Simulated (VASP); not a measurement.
# NbAs (P3m1) in VASP: further runs

NbAs is run at these levels: PBE; tasks: single point.

All numbers are computed with VASP 6.6.1; they aren't measurements. Logs are shortened: lines on timing, memory, paths and dates and some standing lists are left out, and cuts for length are marked.

## Step 1: The cell of the first run

Symmetry: P3m1, No. 156, trigonal system. Conventional cell: a = 3.656 Å, b = 3.656 Å, c = 7.063 Å, α = 90.00°, β = 90.00°, γ = 120.00°. Nb (site symmetry 3m) has 6 As at 2.59 to 2.68 Å and 9 Nb at 3.52 to 3.66 Å within 3.7 Å. Within 3.3 Å of Nb (site symmetry 3m) lie 4 As at 2.48 to 2.60 Å. Within 3.4 Å of As (site symmetry 3m) lie 4 Nb at 2.60 to 2.68 Å. As (site symmetry 3m) has 6 Nb at 2.48 to 2.59 Å within 3.3 Å.

## Step 2: Single point, PBE

INCAR

```
SYSTEM = NbAs
PREC     = Accurate       ! precision mode
ENCUT    = 520            ! plane-wave cutoff, eV
EDIFF    = 1E-6           ! SCF threshold, eV
ISMEAR   = 0              ! smearing method
SIGMA    = 0.1            ! smearing width, eV
LREAL    = .False.        ! projectors in reciprocal space
LASPH    = .True.         ! aspherical terms in the spheres
NELM     = 80             ! most SCF steps
ALGO     = Normal         ! electronic algorithm
ISIF     = 2              ! what is computed and relaxed
LWAVE    = .False.        ! write WAVECAR
LCHARG   = .True.         ! write CHGCAR
GGA      = PE             ! functional
LELF     = .True.         ! ELF
LVHAR    = .True.       
NBANDS   = 26             ! bands
```

KPOINTS

```
regular mesh
0
Gamma
  6 6 4
  0 0 0
```

POSCAR

```
NbAs
1.0
    3.6555970081     -0.0000000027      0.0000000000
   -1.8277985018      3.1658398764      0.0000000000
    0.0000000000      0.0000000000      7.0626857712
Nb As
2 2
Direct
    0.6666666667      0.3333333333      0.2122270904
    0.0000000000      0.0000000000      0.6104243854
    0.0000000000      0.0000000000     -0.0208598890
    0.3333333333      0.6666666667      0.4253844931
```

Potentials or basis: VASP PAW PBE potentials, release 64 (Nb_sv, As).

On the command line:

```bash
$ cat potpaw_PBE.64/Nb_sv/POTCAR potpaw_PBE.64/As/POTCAR > POTCAR
$ mpirun -np 1 vasp_std > vasp.out
```

OUTCAR:

```text
SYSTEM = NbAs
   PREC = Accurate
   ENCUT = 520
   EDIFF = 1E-6
   ISMEAR = 0
   LREAL = .False.
   LASPH = .True.
   NELM = 80
   ISIF = 2
   GGA = PE

 ion  position               nearest neighbor table
   1  0.667  0.333  0.212-   4 2.59   4 2.59   4 2.59   3 2.68   3 2.68   3 2.68
   2  0.000  0.000  0.610-   4 2.48   4 2.48   4 2.48   3 2.60
   3  0.000  0.000  0.979-   2 2.60   1 2.68   1 2.68   1 2.68
   4  0.333  0.667  0.425-   2 2.48   2 2.48   2 2.48   1 2.59   1 2.59   1 2.59

  LATTYP: Found a hexagonal cell.
 ALAT       =     3.6555970081
 C/A-ratio  =     1.9320197920

  Lattice vectors:

 A1 = (   3.6555970081,  -0.0000000027,   0.0000000000)
 A2 = (  -1.8277985018,   3.1658398764,   0.0000000000)
 A3 = (   0.0000000000,   0.0000000000,   7.0626857712)

Analysis of symmetry for initial positions (statically):
=====================================================================
 Subroutine PRICEL returns:
 Original cell was already a primitive cell.

 Routine SETGRP: Setting up the symmetry group for a
 hexagonal supercell.

 Subroutine GETGRP returns: Found  6 space group operations
 (whereof  6 operations were pure point group operations)
 out of a pool of 24 trial point group operations.

The static configuration has the point symmetry C_3v.

Analysis of symmetry for dynamics (positions and initial velocities):
=====================================================================
 Subroutine PRICEL returns:
 Original cell was already a primitive cell.

 Routine SETGRP: Setting up the symmetry group for a
 hexagonal supercell.

 Subroutine GETGRP returns: Found  6 space group operations
 (whereof  6 operations were pure point group operations)
 out of a pool of 24 trial point group operations.

The dynamic configuration has the point symmetry C_3v.

 Subroutine INISYM returns: Found  6 space group operations
 (whereof  6 operations are pure point group operations),
 and found     1 'primitive' translations

----------------------------------------------------------------------------------------

                                     Primitive cell

  volume of cell :      81.7367

  direct lattice vectors                    reciprocal lattice vectors
     3.655597008 -0.000000003  0.000000000     0.273553129  0.157935972  0.000000000
    -1.827798502  3.165839876  0.000000000     0.000000000  0.315871945  0.000000000
     0.000000000  0.000000000  7.062685771     0.000000000  0.000000000  0.141589196

  length of vectors
     3.655597008  3.655597008  7.062685771     0.315871945  0.315871945  0.141589196

  position of ions in fractional coordinates (direct lattice)
     0.666666667  0.333333333  0.212227090
     0.000000000  0.000000000  0.610424385
     0.000000000  0.000000000  0.979140111
     0.333333333  0.666666667  0.425384493

  ion indices of the primitive-cell ions
   primitive index   ion index
                 1           1
                 2           2
                 3           3
                 4           4

----------------------------------------------------------------------------------------

 KPOINTS: regular mesh

Automatic generation of k-mesh.
 Grid dimensions read from file:
 generate k-points for:    6    6    4

 Generating k-lattice:

  Cartesian coordinates                     Fractional coordinates (reciprocal lattice)
     0.045592188  0.026322662  0.000000000     0.166666667  0.000000000  0.000000000
     0.000000000  0.052645324  0.000000000     0.000000000  0.166666667  0.000000000
     0.000000000  0.000000000  0.035397299     0.000000000  0.000000000  0.250000000

  Length of vectors
     0.052645324  0.052645324  0.035397299

  Shift w.r.t. Gamma in fractional coordinates (k-lattice)
     0.000000000  0.000000000  0.000000000

 Subroutine IBZKPT returns following result:
 ===========================================

 Found     24 irreducible k-points:

 Following reciprocal coordinates:
            Coordinates               Weight
  0.000000  0.000000  0.000000      1.000000
  0.166667  0.000000  0.000000      6.000000
  0.333333  0.000000  0.000000      6.000000
  0.500000  0.000000  0.000000      3.000000
  0.166667  0.166667  0.000000      6.000000
  0.333333  0.166667  0.000000     12.000000
[... 16 lines left out ...]
  0.333333  0.166667  0.500000     12.000000
  0.333333  0.333333  0.500000      2.000000
   k-points           NKPTS =     24   k-points in BZ     NKDIM =     24   number of bands    NBANDS=     26
   number of dos      NEDOS =    301   number of ions     NIONS =      4
   total plane-waves  NPLWV =  42336
   dimension x,y,z NGX =    28 NGY =   28 NGZ =   54
   dimension x,y,z NGXF=    56 NGYF=   56 NGZF=  108
   ions per type =               2   2
   NGX,Y,Z   is equivalent  to a cutoff of  12.73, 12.73, 12.71 a.u.
   NGXF,Y,Z  is equivalent  to a cutoff of  25.47, 25.47, 25.42 a.u.
 SYSTEM =  NbAs
   PREC   = accura    normal or accurate (medium, high low for compatibility)
   ISTART =      0    job   : 0-new  1-cont  2-samecut
   ICHARG =      2    charge: 1-file 2-atom 10-const
   ISPIN  =      1    spin polarized calculation?
   LNONCOLLINEAR =      F non collinear calculations
   LSORBIT =      F    spin-orbit coupling
   LASPH  =      T    aspherical Exc in radial PAW
   ENCUT  =  520.0 eV  38.22 Ry    6.18 a.u.   6.80  6.80 13.13*2*pi/ulx,y,z
   NELM   =     80;   NELMIN=  2; NELMDL= -5     # of ELM steps
   EDIFF  = 0.1E-05   stopping-criterion for ELM
   LREAL  =      F    real-space projection
   EDIFFG = 0.1E-04   stopping-criterion for IOM
   NSW    =      0    number of steps for IOM
   IBRION =     -1    ionic relax: 0-MD 1-quasi-New 2-CG
   NFREE  =      0    steps in history (QN), initial steepest desc. (CG)
   ISIF   =      2    stress and relaxation
   ISYM   =      2    0-nonsym 1-usesym 2-fastsym
   POTIM  = 0.5000    time-step for ionic-motion
   TEBEG  =    0.0;   TEEND  =   0.0 temperature during run
   PSTRESS=    0.0 pullay stress
   NELECT =      36.0000    total number of electrons
   NUPDOWN=      -1.0000    fix difference up-down
   EMIN   =  10.00;   EMAX   =-10.00  energy-range for DOS
   EFERMI =   0.00;   METHOD = LEGACY
   ISMEAR =     0;   SIGMA  =   0.10  broadening in eV -4-tet -1-fermi 0-gaus
   EFERMI_NEDOS =   21; number of points for ismear=-14 and -15
   IALGO  =     38    algorithm
   IMIX   =      4    mixing-type and parameters
     AMIX     =   0.40;   BMIX     =  1.00
     AMIX_MAG =   1.60;   BMIX_MAG =  1.00
  volume/ion in A,a.u.               =      20.43       137.90
  Fermi-wavevector in a.u.,A,eV,Ry     =   1.245575  2.353796 21.108862  1.551458
  Thomas-Fermi vector in A             =   2.379791
   LORBIT       =      0    0 simple, 1 ext, 2 COOP (PROOUT), +10 PAW based schemes
   GGA     = PE    functional components
   LHFCALC =     F    Hartree Fock is set to
   AEXX    =    0.0000 exact exchange contribution
   IVDW    =     0    specifies the selected vdW correction
   LEPSILON=     F    determine dielectric tensor
   LRPA    =     F    only Hartree local field effects (RPA)
 non-spin polarized calculation
 Gauss-broadening in eV      SIGMA  =   0.10
  energy-cutoff  :      520.00
  volume of cell :       81.74
 maximum number of plane-waves:      2232
 NGX is ok and might be reduce to    28
   NGX = 13   NGY = 13   NGZ = 27

 number of electron      36.0000000 magnetization

 Free energy of the ion-electron system (eV)
  ---------------------------------------------------
  ext. energy  EPLUGINS =         0.00000000
  ---------------------------------------------------
  free energy    TOTEN  =       -30.51346610 eV

  energy without entropy =      -30.50524724  energy(sigma->0) =      -30.50935667

 E-fermi :   7.6644     XC(G=0): -10.9071

 val. band max:        7.6226696807   @ k =   0.3333   0.3333   0.0000
 cond. band min:       7.7051192803   @ k =   0.3333   0.0000   0.2500
 fundamental gap:      0.0824495996
 Fermi energy:         7.6644197298

 k-point     1 :       0.0000    0.0000    0.0000
  band No.  band energies     occupation
      1     -47.7344      2.00000
      2     -47.5269      2.00000
      3     -23.8240      2.00000
      4     -23.7886      2.00000
      5     -23.7886      2.00000
      6     -23.6285      2.00000
[... 18 lines left out ...]
     25      11.0178      0.00000
     26      13.0860      0.00000

 k-point     2 :       0.1667    0.0000    0.0000
  band No.  band energies     occupation
      1     -47.7317      2.00000
      2     -47.5242      2.00000
      3     -23.8350      2.00000
      4     -23.8049      2.00000
      5     -23.7979      2.00000
      6     -23.6281      2.00000
[... 18 lines left out ...]
     25      11.9202      0.00000
     26      12.8358      0.00000

 k-point     3 :       0.3333    0.0000    0.0000
  band No.  band energies     occupation
      1     -47.7261      2.00000
      2     -47.5187      2.00000
      3     -23.9104      2.00000
      4     -23.8166      2.00000
      5     -23.7845      2.00000
      6     -23.6635      2.00000
[... 18 lines left out ...]
     25      12.2226      0.00000
     26      13.6162      0.00000

 k-point     4 :       0.5000    0.0000    0.0000
  band No.  band energies     occupation
      1     -47.7233      2.00000
      2     -47.5160      2.00000
      3     -23.9485      2.00000
      4     -23.8259      2.00000
      5     -23.7787      2.00000
      6     -23.6883      2.00000
[... 18 lines left out ...]
     25      11.9342      0.00000
     26      12.5592      0.00000

 k-point     5 :       0.1667    0.1667    0.0000
  band No.  band energies     occupation
      1     -47.7275      2.00000
      2     -47.5201      2.00000
      3     -23.8836      2.00000
      4     -23.8203      2.00000
      5     -23.7884      2.00000
      6     -23.6406      2.00000
[... 18 lines left out ...]
     25      11.9585      0.00000
     26      13.0256      0.00000

 k-point     6 :       0.3333    0.1667    0.0000
  band No.  band energies     occupation
      1     -47.7233      2.00000
      2     -47.5160      2.00000
      3     -23.9283      2.00000
      4     -23.8477      2.00000
      5     -23.7721      2.00000
      6     -23.6773      2.00000
[... 427 lines left out ...]
 k-point    21 :       0.5000    0.0000    0.5000
  band No.  band energies     occupation
      1     -47.7233      2.00000
      2     -47.5160      2.00000
      3     -23.9497      2.00000
      4     -23.8257      2.00000
      5     -23.7799      2.00000
      6     -23.6855      2.00000
[... 18 lines left out ...]
     25      11.8866      0.00000
     26      12.3462      0.00000

 k-point    22 :       0.1667    0.1667    0.5000
  band No.  band energies     occupation
      1     -47.7275      2.00000
      2     -47.5201      2.00000
      3     -23.8845      2.00000
      4     -23.8203      2.00000
      5     -23.7849      2.00000
      6     -23.6397      2.00000
[... 18 lines left out ...]
     25      11.6665      0.00000
     26      11.8899      0.00000

 k-point    23 :       0.3333    0.1667    0.5000
  band No.  band energies     occupation
      1     -47.7233      2.00000
      2     -47.5160      2.00000
      3     -23.9293      2.00000
      4     -23.8478      2.00000
      5     -23.7726      2.00000
      6     -23.6758      2.00000
[... 18 lines left out ...]
     25      11.2688      0.00000
     26      12.1102      0.00000

 k-point    24 :       0.3333    0.3333    0.5000
  band No.  band energies     occupation
      1     -47.7219      2.00000
      2     -47.5147      2.00000
      3     -23.9021      2.00000
      4     -23.8999      2.00000
      5     -23.7620      2.00000
      6     -23.6772      2.00000
[... 18 lines left out ...]
     25      11.9282      0.00000
     26      12.3726      0.00000

------------------------ aborting loop because EDIFF is reached ----------------------------------------

  FORCE on cell =-STRESS in cart. coord.  units (eV):
  Direction    XX          YY          ZZ          XY          YZ          ZX
  --------------------------------------------------------------------------------------
  -------------------------------------------------------------------------------------
  Total        0.0331100      0.0331100      0.0775949     -0.0000000      0.0000000      0.0000000
  in kB        0.6490123      0.6490123      1.5209918     -0.0000000      0.0000000      0.0000000
  external PRESSURE =       0.9396721 kB  Pullay stress =       0.0000000 kB

 VOLUME and BASIS-vectors are now :
 -----------------------------------------------------------------------------
  energy-cutoff  :      520.00
  volume of cell :       81.74
      direct lattice vectors                 reciprocal lattice vectors
     3.655597008 -0.000000003  0.000000000     0.273553129  0.157935972  0.000000000
    -1.827798502  3.165839876  0.000000000     0.000000000  0.315871945  0.000000000
     0.000000000  0.000000000  7.062685771     0.000000000  0.000000000  0.141589196

 POSITION                                       TOTAL-FORCE (eV/Angst)
 -----------------------------------------------------------------------------------
      1.82780      1.05528      1.49889        -0.000000      0.000000      0.012490
      0.00000      0.00000      4.31124        -0.000000     -0.000000      0.025811
      0.00000      0.00000      6.91536         0.000000     -0.000000     -0.023029
      0.00000      2.11056      3.00436         0.000000     -0.000000     -0.015273
 -----------------------------------------------------------------------------------
    total drift:                               -0.000000     -0.000000     -0.000618

  FREE ENERGIE OF THE ION-ELECTRON SYSTEM (eV)
  ---------------------------------------------------
  free  energy   TOTEN  =       -30.5134661012 eV

  energy  without entropy=      -30.5052472440  energy(sigma->0) =      -30.50935667
```

It took 37 s on 1 thread of Intel Xeon Platinum 8488C (Sapphire Rapids), shared host; peak memory 0.21 GiB.

Results:

```
Free energy            : -30.5135 eV
Pressure               : 0.1 GPa
Largest force          : 0.026 eV/Å
Band gap on the k mesh : zero (bands 18 and 19 overlap by 0.94 eV)
```

Forces in eV/Å, atoms in the order of the input:
```
Nb   0.000  0.000  0.012
Nb   0.000  0.000  0.026
As   0.000  0.000 -0.023
As   0.000  0.000 -0.015
```

## Step 3: Single point, PBE

This run uses another cell than the first one, of 21.81 Å³/atom.

INCAR

```
SYSTEM = NbAs
  ALGO = Normal
  EDIFF = 1E-6
  ENCUT = 520
  GGA = PE
  ISIF = 2
  ISMEAR = 0
  LASPH = .TRUE.
  LCHARG = .FALSE.
  LREAL = .FALSE.
  LWAVE = .FALSE.
  NBANDS = 26
  NELM = 60
  PREC = Accurate
  SIGMA = 0.1
```

KPOINTS

```
k-points
0
G
  6 6 4
  0 0 0
```

POSCAR

```
NbAs
1.0
    3.9553413900      0.0000000000      0.0000000000
   -1.9776706900      3.4254261200      0.0000000000
    0.0000000000      0.0000000000      6.4395025300
Nb As
2 2
Direct
    0.6666666700      0.3333333300      0.2087842900
    0.0000000000      0.0000000000      0.6008232000
    0.0000000000      0.0000000000      0.0000000000
    0.3333333300      0.6666666700      0.4175685900
```

Potentials or basis: VASP PAW PBE potentials, release 64 (Nb_sv, As).

On the command line:

```bash
$ cat potpaw_PBE.64/Nb_sv/POTCAR potpaw_PBE.64/As/POTCAR > POTCAR
$ mpirun -np 1 vasp_std > vasp.out
```

Wall time 41 s (1 thread of Intel Xeon Platinum 8488C (Sapphire Rapids), shared host); peak memory 0.21 GiB.

The run converged. Its results:

- Free energy: -30.1733 eV
- Pressure: -3.5 GPa
- Largest force: 1.101 eV/Å
- Band gap on the k mesh: zero (bands 18 and 19 overlap by 0.89 eV)

Forces on the atoms (eV/Å):
```
Nb   0.000  0.000  0.652
Nb   0.000  0.000 -0.818
As   0.000  0.000 -0.935
As   0.000  0.000  1.101
```

Stress tensor (GPa, compression positive):
```
-4.52  0.00  0.00
 0.00 -4.52  0.00
 0.00  0.00 -1.50
```

Levels at points of the mesh, in eV from the Fermi level:
```csv
k point,band 16,band 17,band 18,band 19,band 20,band 21
"(0.00, 0.00, 0.00)",-1.77,-1.18,-1.18,0.53,0.80,0.80
"(0.50, 0.00, 0.00)",-1.70,-1.70,0.23,0.39,0.85,0.87
"(0.00, 0.00, 0.50)",-1.70,-0.78,-0.78,-0.25,0.69,0.69
"(0.50, 0.00, 0.50)",-2.13,-1.03,0.33,0.41,0.84,0.93
```

Caveat: the cell stands under tension; forces of over 1 eV/Å act on the atoms, so gaps and moduli don't describe the material at rest.
